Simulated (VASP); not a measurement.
# SiC (P1) in VASP: single point with r2SCAN

Aim: the single point of SiC with r2SCAN.

Program: VASP 6.6.1. These are calculated values, not measurements. Logs are shortened: lines on timing, memory, paths and dates and some standing lists are left out, and cuts for length are marked.

## (1) The cell of the first run

The typed cell holds 12 atoms: a = 3.008 Å, b = 3.177 Å, c = 14.598 Å, α = 89.68°, β = 89.57°, γ = 119.79°.

## (2) Single point, r2SCAN (atoms moved at random and the cell strained at random)

The input, POSCAR:

```
SiC
1.0
    3.0077287752     -0.0418434555      0.0114397483
   -1.5401018831      2.7788398991      0.0084894206
    0.0561361638      0.0805133974     14.5973911522
Si C
6 6
Direct
    0.0114735165      0.0258726033      0.1018915920
   -0.0858546092     -0.0466361908      0.6225267299
    0.3458698769      0.6337697385      0.2968554831
    0.6697892671      0.2975661968      0.7960860276
    0.3671621003      0.7108667175      0.9620477471
    0.6935345152      0.3218981621      0.4599784150
    0.0340213133      0.0163951377      0.9961926791
    0.0240202613      0.0169161645      0.5067060672
    0.3099851848      0.6805585933      0.1803646686
    0.6853182618      0.3286330059      0.6648137509
    0.2912034381      0.6838723875      0.8391343399
    0.6534768739      0.3302874839      0.3234024993
```

The input, INCAR.step1:

```
SYSTEM = SiC
PREC = Accurate
ENCUT = 520
ISMEAR = 0
SIGMA = 0.05
LREAL = .False.
LASPH = .True.
NELM = 100
NBANDS = 36
GGA = PE
ALGO = Normal
EDIFF = 1E-4
LWAVE = .True.
LCHARG = .False.
```

The input, INCAR.step2:

```
SYSTEM = SiC
PREC = Accurate
ENCUT = 520
EDIFF = 1E-7
ISMEAR = 0
SIGMA = 0.05
LREAL = .False.
LASPH = .True.
NELM = 100
ALGO = Normal
ISIF = 2
LWAVE = .False.
LCHARG = .False.
METAGGA = R2SCAN
LMIXTAU = .True.
NBANDS = 36
ISTART = 1
```

The input, KPOINTS:

```
Automatic mesh
0
Gamma
  12 12 2
  0 0 0
```

Potentials or basis: VASP PAW PBE potentials, release 64 (Si, C).

Command:

```bash
cat potpaw_PBE.64/Si/POTCAR potpaw_PBE.64/C/POTCAR > POTCAR
cp INCAR.step1 INCAR
mpirun -np 1 vasp_std > vasp.out
cp INCAR.step2 INCAR
mpirun -np 1 vasp_std > vasp.out
```

OUTCAR:

```text
SYSTEM = SiC
   PREC = Accurate
   ENCUT = 520
   EDIFF = 1E-7
   ISMEAR = 0
   LREAL = .False.
   LASPH = .True.
   NELM = 100
   ISIF = 2
   METAGGA = R2SCAN
   ISTART = 1

 ion  position               nearest neighbor table
   1  0.011  0.026  0.102-   7 1.55   9 2.07   9 2.15   9 2.15   5 2.66   5 2.71   5 2.77
   2  0.914  0.953  0.623-   8 1.71  10 1.76  10 1.85  10 2.11   6 2.86   6 2.97   4 2.99   6 3.11
                             4 3.11
   3  0.346  0.634  0.297-  12 1.68   9 1.72  12 1.85  12 1.97   6 2.91   6 2.96   6 3.06
   4  0.670  0.298  0.796-  11 1.77  11 1.81  10 1.92  11 2.14   5 2.90   2 2.99   5 3.06   5 3.10
                             2 3.11
   5  0.367  0.711  0.962-   7 1.78  11 1.81   7 1.82   7 1.98   1 2.66   1 2.71   1 2.77   4 2.90
                             4 3.06   4 3.10
   6  0.694  0.322  0.460-   8 1.83   8 1.87  12 2.00   8 2.04   2 2.86   3 2.91   3 2.96   2 2.97
                             3 3.06   2 3.11
   7  0.034  0.016  0.996-   1 1.55   5 1.78   5 1.82   5 1.98
   8  0.024  0.017  0.507-   2 1.71   6 1.83   6 1.87   6 2.04
   9  0.310  0.681  0.180-   3 1.72   1 2.07   1 2.15   1 2.15
  10  0.685  0.329  0.665-   2 1.76   2 1.85   4 1.92   2 2.11
  11  0.291  0.684  0.839-   4 1.77   4 1.81   5 1.81   4 2.14
  12  0.653  0.330  0.323-   3 1.68   3 1.85   3 1.97   6 2.00

  LATTYP: Found a triclinic cell.
 ALAT       =     5.2243317264
 B/A-ratio  =     0.5757753784
 C/A-ratio  =     2.7941795989
 COS(alpha) =     0.0075713891
 COS(beta)  =     0.0121438375
 COS(gamma) =     0.8493944878

  Lattice vectors:

 A1 = (  -4.4753556673,  -2.6951529881,  -0.0313689172)
 A2 = (  -3.0077287752,   0.0418434555,  -0.0114397483)
 A3 = (  -0.0561361638,  -0.0805133974, -14.5973911522)

Analysis of symmetry for initial positions (statically):
=====================================================================
 Subroutine PRICEL returns:
 Original cell was already a primitive cell.

 Routine SETGRP: Setting up the symmetry group for a
 triclinic supercell.

 Subroutine GETGRP returns: Found  1 space group operations
 (whereof  1 operations were pure point group operations)
 out of a pool of  2 trial point group operations.

The static configuration has the point symmetry C_1 .

Analysis of symmetry for dynamics (positions and initial velocities):
=====================================================================
 Subroutine PRICEL returns:
 Original cell was already a primitive cell.

 Routine SETGRP: Setting up the symmetry group for a
 triclinic supercell.

 Subroutine GETGRP returns: Found  1 space group operations
 (whereof  1 operations were pure point group operations)
 out of a pool of  2 trial point group operations.

The dynamic configuration has the point symmetry C_1 .

 Subroutine INISYM returns: Found  1 space group operations
 (whereof  1 operations are pure point group operations),
 and found     1 'primitive' translations

----------------------------------------------------------------------------------------

                                     Primitive cell

  volume of cell :     121.0590

  direct lattice vectors                    reciprocal lattice vectors
     3.007728775 -0.041843456  0.011439748     0.335069187  0.185710707 -0.002312858
    -1.540101883  2.778839899  0.008489421     0.005053127  0.362669140 -0.002019771
     0.056136164  0.080513397 14.597391152    -0.000265527 -0.000356456  0.068508379

  length of vectors
     3.008041577  3.177095697 14.597721128     0.383099434  0.362709965  0.068509821

  position of ions in fractional coordinates (direct lattice)
     0.011473516  0.025872603  0.101891592
     0.914145391  0.953363809  0.622526730
     0.345869877  0.633769738  0.296855483
     0.669789267  0.297566197  0.796086028
     0.367162100  0.710866717  0.962047747
     0.693534515  0.321898162  0.459978415
     0.034021313  0.016395138  0.996192679
     0.024020261  0.016916165  0.506706067
     0.309985185  0.680558593  0.180364669
     0.685318262  0.328633006  0.664813751
     0.291203438  0.683872388  0.839134340
     0.653476874  0.330287484  0.323402499

  ion indices of the primitive-cell ions
   primitive index   ion index
                 1           1
                 2           2
                 3           3
                 4           4
                 5           5
                 6           6
                 7           7
                 8           8
                 9           9
                10          10
                11          11
                12          12

----------------------------------------------------------------------------------------

 KPOINTS: Automatic mesh

Automatic generation of k-mesh.
 Grid dimensions read from file:
 generate k-points for:   12   12    2

 Generating k-lattice:

  Cartesian coordinates                     Fractional coordinates (reciprocal lattice)
     0.027922432  0.015475892 -0.000192738     0.083333333 -0.000000000  0.000000000
     0.000421094  0.030222428 -0.000168314    -0.000000000  0.083333333  0.000000000
    -0.000132764 -0.000178228  0.034254189    -0.000000000 -0.000000000  0.500000000

  Length of vectors
     0.031924953  0.030225830  0.034254910

  Shift w.r.t. Gamma in fractional coordinates (k-lattice)
     0.000000000  0.000000000  0.000000000

 Subroutine IBZKPT returns following result:
 ===========================================

 Found    148 irreducible k-points:

 Following reciprocal coordinates:
            Coordinates               Weight
  0.000000  0.000000  0.000000      1.000000
  0.083333  0.000000  0.000000      2.000000
  0.166667  0.000000  0.000000      2.000000
  0.250000  0.000000  0.000000      2.000000
  0.333333  0.000000  0.000000      2.000000
  0.416667 -0.000000  0.000000      2.000000
[... 16 lines left out ...]
  0.250000  0.166667 -0.000000      2.000000
  0.333333  0.166667  0.000000      2.000000
 [... further k-points ...]
   k-points           NKPTS =    148   k-points in BZ     NKDIM =    148   number of bands    NBANDS=     36
   number of dos      NEDOS =    301   number of ions     NIONS =     12
   total plane-waves  NPLWV =  64512
   dimension x,y,z NGX =    24 NGY =   24 NGZ =  112
   dimension x,y,z NGXF=    48 NGYF=   48 NGZF=  224
   ions per type =               6   6
   NGX,Y,Z   is equivalent  to a cutoff of  13.26, 12.56, 12.76 a.u.
   NGXF,Y,Z  is equivalent  to a cutoff of  26.53, 25.12, 25.51 a.u.
 SYSTEM =  SiC
   PREC   = accura    normal or accurate (medium, high low for compatibility)
   ISTART =      1    job   : 0-new  1-cont  2-samecut
   ICHARG =      0    charge: 1-file 2-atom 10-const
   ISPIN  =      1    spin polarized calculation?
   LNONCOLLINEAR =      F non collinear calculations
   LSORBIT =      F    spin-orbit coupling
   LASPH  =      T    aspherical Exc in radial PAW
   ENCUT  =  520.0 eV  38.22 Ry    6.18 a.u.   5.59  5.91 27.14*2*pi/ulx,y,z
   NELM   =    100;   NELMIN=  2; NELMDL=  0     # of ELM steps
   EDIFF  = 0.1E-06   stopping-criterion for ELM
   LREAL  =      F    real-space projection
   EDIFFG = 0.1E-05   stopping-criterion for IOM
   NSW    =      0    number of steps for IOM
   IBRION =     -1    ionic relax: 0-MD 1-quasi-New 2-CG
   NFREE  =      0    steps in history (QN), initial steepest desc. (CG)
   ISIF   =      2    stress and relaxation
   ISYM   =      2    0-nonsym 1-usesym 2-fastsym
   POTIM  = 0.5000    time-step for ionic-motion
   TEBEG  =    0.0;   TEEND  =   0.0 temperature during run
   PSTRESS=    0.0 pullay stress
   NELECT =      48.0000    total number of electrons
   NUPDOWN=      -1.0000    fix difference up-down
   EMIN   =  10.00;   EMAX   =-10.00  energy-range for DOS
   EFERMI =   0.00;   METHOD = LEGACY
   ISMEAR =     0;   SIGMA  =   0.05  broadening in eV -4-tet -1-fermi 0-gaus
   EFERMI_NEDOS =   21; number of points for ismear=-14 and -15
   IALGO  =     38    algorithm
   IMIX   =      4    mixing-type and parameters
     AMIX     =   0.40;   BMIX     =  1.00
     AMIX_MAG =   1.60;   BMIX_MAG =  1.00
  volume/ion in A,a.u.               =      10.09        68.08
  Fermi-wavevector in a.u.,A,eV,Ry     =   1.202697  2.272768 19.680559  1.446480
  Thomas-Fermi vector in A             =   2.338471
   LORBIT       =      0    0 simple, 1 ext, 2 COOP (PROOUT), +10 PAW based schemes
   METAGGA = R2SCAN    functional components
   LHFCALC =     F    Hartree Fock is set to
   AEXX    =    0.0000 exact exchange contribution
   IVDW    =     0    specifies the selected vdW correction
   LEPSILON=     F    determine dielectric tensor
   LRPA    =     F    only Hartree local field effects (RPA)
 non-spin polarized calculation
 Gauss-broadening in eV      SIGMA  =   0.05
  energy-cutoff  :      520.00
  volume of cell :      121.06
 maximum number of plane-waves:      3294
   NGX = 11   NGY = 11   NGZ = 55

 number of electron      48.0000000 magnetization

 Free energy of the ion-electron system (eV)
  ---------------------------------------------------
  ext. energy  EPLUGINS =         0.00000000
  ---------------------------------------------------
  free energy    TOTEN  =      -108.78590014 eV

  energy without entropy =     -108.78470534  energy(sigma->0) =     -108.78530274

 E-fermi :  10.2635     XC(G=0): -12.0644

 val. band max:       10.2584586891   @ k =   0.5000  -0.0000   0.5000
 cond. band min:      10.2670790519   @ k =   0.5000   0.0833  -0.0000
 fundamental gap:      0.0086203628
 Fermi energy:        10.2634585457

 k-point     1 :       0.0000    0.0000    0.0000
  band No.  band energies     occupation
      1      -9.2758      2.00000
      2      -7.9642      2.00000
      3      -7.2154      2.00000
      4      -6.3971      2.00000
      5      -5.1695      2.00000
      6      -3.4291      2.00000
[... 28 lines left out ...]
     35      15.9310      0.00000
     36      16.1354      0.00000
[... 866 lines left out ...]
      6      -1.9375      2.00000
[... 28 lines left out ...]
     35      15.8798      0.00000
     36      16.8860      0.00000

 [... further k-points ...]

------------------------ aborting loop because EDIFF is reached ----------------------------------------

  FORCE on cell =-STRESS in cart. coord.  units (eV):
  Direction    XX          YY          ZZ          XY          YZ          ZX
  --------------------------------------------------------------------------------------
  -------------------------------------------------------------------------------------
  Total       13.7338058     -4.7602373     30.2409569      0.5387139     -1.0468281     -1.4567539
  in kB      181.7625985    -63.0002431    400.2295499      7.1297092    -13.8544402    -19.2796800
  external PRESSURE =     172.9973018 kB  Pullay stress =       0.0000000 kB

 VOLUME and BASIS-vectors are now :
 -----------------------------------------------------------------------------
  energy-cutoff  :      520.00
  volume of cell :      121.06
      direct lattice vectors                 reciprocal lattice vectors
     3.007728775 -0.041843456  0.011439748     0.335069187  0.185710707 -0.002312858
    -1.540101883  2.778839899  0.008489421     0.005053127  0.362669140 -0.002019771
     0.056136164  0.080513397 14.597391152    -0.000265527 -0.000356456  0.068508379

 POSITION                                       TOTAL-FORCE (eV/Angst)
 -----------------------------------------------------------------------------------
      0.00038      0.07962      1.48770        -0.520142      0.073762     19.104469
      1.31617      2.66112      9.10582         3.345019      0.425282      3.332910
      0.08088      1.77057      4.34265        -3.512172      2.841326     -1.034761
      1.60095      0.86296     11.63097        -2.552801      1.443778     -1.978648
      0.06352      2.03748     14.05362         0.485761     -1.926196     -2.353360
      1.61603      0.90252      6.72515        -1.289078      1.126866     -0.893960
      0.13300      0.12434     14.54234        -0.508722      1.491383     -8.463159
      0.07464      0.08680      7.39701         0.446112     -1.400346     -4.432255
     -0.10565      1.89271      2.64218         0.177427      0.338394    -10.269951
      1.59244      0.93807      9.71518        -3.050413     -0.462850      1.909377
     -0.13027      1.95575     12.25831         3.052289     -1.061048     -0.255836
      1.47496      0.91651      4.73111         3.926720     -2.890348      5.335174
 -----------------------------------------------------------------------------------
    total drift:                               -0.000275      0.000434     -0.001110

  FREE ENERGIE OF THE ION-ELECTRON SYSTEM (eV)
  ---------------------------------------------------
  free  energy   TOTEN  =      -108.7859001384 eV

  energy  without entropy=     -108.7847053362  energy(sigma->0) =     -108.78530274
```

Wall time 57 min (1 thread of Oxide Virtual Turin-like, shared host); peak memory 0.54 GiB.

Results:

| Quantity | Value |
| --- | --- |
| Free energy | -108.7859 eV |
| Pressure | 17.3 GPa |
| Largest force | 19.112 eV/Å |
| Band gap on the k mesh | zero (bands 24 and 25 overlap by 0.93 eV) |

Forces in eV/Å, atoms in the order of the input:
```
Si   -0.520   0.074  19.104
Si    3.345   0.425   3.333
Si   -3.512   2.841  -1.035
Si   -2.553   1.444  -1.979
Si    0.486  -1.926  -2.353
Si   -1.289   1.127  -0.894
C    -0.509   1.491  -8.463
C     0.446  -1.400  -4.432
C     0.177   0.338 -10.270
C    -3.050  -0.463   1.909
C     3.052  -1.061  -0.256
C     3.927  -2.890   5.335
```

Levels at points of the mesh, in eV from the Fermi level:
| k point | band 20 | band 21 | band 22 | band 23 | band 24 | band 25 | band 26 | band 27 | band 28 | band 29 |
| --- | --- | --- | --- | --- | --- | --- | --- | --- | --- | --- |
| (0.00, 0.00, 0.00) | -2.10 | -1.68 | -0.91 | -0.30 | 0.43 | 1.70 | 3.02 | 3.44 | 3.77 | 4.01 |
| (0.50, 0.00, 0.00) | -4.48 | -4.08 | -4.01 | -3.41 | -1.80 | -0.50 | 0.10 | 0.24 | 1.60 | 2.17 |
| (0.00, 0.50, 0.00) | -4.36 | -3.55 | -3.34 | -2.49 | -0.90 | 0.22 | 0.83 | 1.38 | 2.32 | 3.07 |
| (0.50, 0.50, 0.00) | -4.31 | -4.03 | -3.48 | -2.93 | -1.24 | -0.17 | 0.65 | 0.90 | 2.02 | 2.63 |
| (0.00, 0.00, 0.50) | -2.32 | -1.73 | -0.92 | -0.30 | 0.43 | 1.71 | 3.00 | 3.49 | 3.78 | 3.96 |
| (0.50, 0.00, 0.50) | -4.70 | -4.05 | -3.68 | -3.41 | -1.81 | -0.50 | 0.00 | 0.69 | 1.02 | 2.27 |
| (0.00, 0.50, 0.50) | -4.17 | -3.39 | -3.30 | -2.48 | -0.91 | 0.31 | 0.75 | 1.40 | 1.85 | 3.42 |
| (0.50, 0.50, 0.50) | -4.34 | -3.74 | -3.34 | -2.88 | -1.26 | -0.23 | 0.50 | 1.11 | 1.66 | 2.85 |

Caveat: the cell differs from its parent crystal (atoms moved at random and the cell strained at random); the stress differs along the axes, from -6 to 40 GPa; the PAW data sets were made with another functional, which shifts forces and pressure a little.
